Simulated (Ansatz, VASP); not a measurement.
## Mg3Te2O: VASP beside Ansatz

```
Mg Te O
1.0
    -2.65302    2.65302    5.79498
     2.65302   -2.65302    5.79498
     2.65302    2.65302   -5.79498
Mg Te O
3 2 1
Direct
  0.75000 0.25000 0.50000
  0.25000 0.75000 0.50000
  0.50000 0.50000 0.00000
  0.50000 0.00000 0.50000
  0.00000 0.50000 0.50000
  0.00000 0.00000 0.00000
```

Alike in both runs: functional PBE; k mesh 3 × 3 × 3; occupations gaussian, width 0.15 eV; no spin polarisation.

Ansatz relaxed the structure, and its values are those at the end. VASP's run is a single point on that final structure, the one shown.

```csv
,VASP,Ansatz
version,VASP 6.6.1,Ansatz 0.2.0
potentials or method,"VASP PAW PBE potentials, release 64 (Mg, Te, O), cutoff 600 eV","scalar-relativistic, plane waves, PAW"
valence electrons in the cell,24,68
```

```tsv
	VASP	Ansatz	Ansatz less VASP
gap on the k mesh at the Fermi level (eV)	none	none	-
pressure (GPa)	-0.2	-0.1	+0.06
```

A gap of «none» marks a metal or a gap that the smearing closes. With one functional, cell and mesh, what is left measures potentials, basis and numerics. VASP's potentials hold 24 valence electrons a cell and Ansatz's 68, so a difference there can come from the potentials and not from the codes.

The k mesh is coarse, so the values compare programs but aren't converged. Spin-orbit coupling is off throughout.
